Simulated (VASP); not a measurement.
## Sn: single point with PBEsol

Crystal: Sn.

```
Sn
1.0
    -1.95149    1.95149    1.95149
     1.95149   -1.95149    1.95149
     1.95149    1.95149   -1.95149
Sn
1
Direct
  0.00000 0.00000 0.00000
```

This cell differs from its parent crystal: strain +0.030 along x and y, +0.030 along z.

```yaml
Program: VASP 6.6.1
Task: single point
Functional: PBEsol
Potentials_or_basis: VASP PAW PBE potentials, release 64 (Sn_d)
Cutoff: 520 eV
k_mesh: 18 × 18 × 18
Occupations: gaussian, width 0.15 eV
Spin: no spin polarisation
Dipole_correction: no
Further_INCAR_settings: ALGO = Fast; EDIFF = 1e-06; NBANDS = 13
```

```json
{"Pressure": "-5.2 GPa", "Band gap on the k mesh": "zero (band 7 reaches 14.05 eV, above the bottom of band 8 at 4.71 eV)"}
```

Levels at points of the mesh, in eV from the Fermi level:
```csv
k point,band 4,band 5,band 6,band 7,band 8,band 9,band 10,band 11
"(0.00, 0.00, 0.00)",-21.30,-21.30,-10.48,7.16,7.16,7.16,11.92,11.92
"(0.50, 0.00, 0.00)",-21.31,-21.24,-6.34,-3.98,3.31,5.10,7.46,7.98
"(0.50, 0.50, 0.50)",-21.25,-21.25,-2.99,-0.38,-0.38,-0.38,3.87,3.87
```

Wall time 59 s on 1 thread of Intel Xeon 6975P-C, with other jobs on the host, peak memory 0.2 GiB.

Caveat: the cell differs from its parent crystal (strain +0.030 along x and y, +0.030 along z); the PAW data sets were made with another functional, which shifts forces and pressure a little; spin-orbit coupling is left out, which moves the levels of the heavy elements.
